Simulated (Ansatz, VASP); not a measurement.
One calculation of GaAs, two programs

INCAR

```
SYSTEM = GaAs
ALGO     = Normal         ! electronic algorithm
EDIFF    = 1E-6           ! SCF threshold, eV
ENCUT    = 500            ! plane-wave cutoff, eV
GGA      = PE             ! functional
GGA_COMPAT= .FALSE.      
ISIF     = 2              ! what is computed and relaxed
ISMEAR   = 0              ! smearing method
LASPH    = .TRUE.         ! aspherical terms in the spheres
LCHARG   = .FALSE.        ! write CHGCAR
LREAL    = .FALSE.        ! projectors in reciprocal space
LWAVE    = .FALSE.        ! write WAVECAR
NBANDS   = 16             ! bands
NELM     = 120            ! most SCF steps
PREC     = Accurate       ! precision mode
SIGMA    = 0.03           ! smearing width, eV
```

File KPOINTS:

```
k-points
0
G
  10 10 10
  0 0 0
```

File POSCAR:

```
GaAs
1.0
    0.0000000000      2.9445095741      2.9445095741
    2.9445095741      0.0000000000      2.9445095741
    2.9445095741      2.9445095741      0.0000000000
Ga As
1 1
Direct
    0.0000000000      0.0000000000      0.0000000000
    0.7500000000      0.7500000000      0.7500000000
```

Input for Ansatz:

```yaml
crystal:
  lattice:
    - [0.0, 2.9445095741, 2.9445095741]
    - [2.9445095741, 0.0, 2.9445095741]
    - [2.9445095741, 2.9445095741, 0.0]
  atoms:
    - { symbol: Ga, position: [0.0, 0.0, 0.0] }
    - { symbol: As, position: [0.75, 0.75, 0.75] }
basis:
  ecutwfc: 420
kpoints:
  mp_grid: { grid: [10, 10, 10] }
hamiltonian:
  xc: pbe
scf:
  occupations: { method: gaussian, width: 0.03 }
output:
  forces: true
  stress: true
  eigenvalues: true
```

Change from the starting cell: strain +0.025 along x and y, +0.025 along z, atoms carried along.

Alike in both runs: task single point; functional PBE; k mesh 10 × 10 × 10; occupations gaussian, width 0.03 eV; no spin polarisation.

|  | VASP | Ansatz |
| --- | --- | --- |
| version | VASP 6.6.1 | Ansatz 0.2.0 |
| potentials or method | VASP PAW PBE potentials, release 64 (Ga_d, As), cutoff 500 eV | scalar-relativistic, plane waves, PAW |
| valence electrons in the cell | 18 | 28 |

Ansatz gave:

- gap on the k mesh at the Fermi level (eV): none
- pressure (GPa): -3.8

**Question.** What did VASP give for the same quantities?

**Answer.** gap on the k mesh at the Fermi level (eV): none; pressure (GPa): -3.6.

A gap of «none» marks a metal or a gap that the smearing closes. VASP's potentials hold 18 valence electrons a cell and Ansatz's 28, so a difference there can come from the potentials and not from the codes.
